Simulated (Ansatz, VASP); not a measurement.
One calculation of AgI, two programs

```
Ag I
1.0
     0.00000    3.28863    3.28863
     3.28863    0.00000    3.28863
     3.28863    3.28863    0.00000
Ag I
1 1
Direct
  0.00000 0.00000 0.00000
  0.25000 0.25000 0.25000
```

Alike in both runs: task single point; functional r2SCAN; k mesh 6 × 6 × 6; no spin polarisation.

```csv
,VASP,Ansatz
version,VASP 6.6.1,Ansatz 0.2.0
potentials or method,"VASP PAW PBE potentials, release 64 (Ag, I)","plane waves, PAW"
plane-wave cutoff (eV),550,500
occupations,"gaussian, width 0.01 eV",fixed
valence electrons in the cell,18,36
```

```tsv
	VASP	Ansatz	Ansatz less VASP
gap on the k mesh at the Fermi level (eV)	1.79	1.82	+0.032
pressure (GPa)	-0.1	0.0	+0.11
```

VASP's potentials were made for PBE, not for r2SCAN. VASP's potentials hold 18 valence electrons a cell and Ansatz's 36, so a difference there can come from the potentials and not from the codes.

Neither program's run includes spin-orbit coupling.
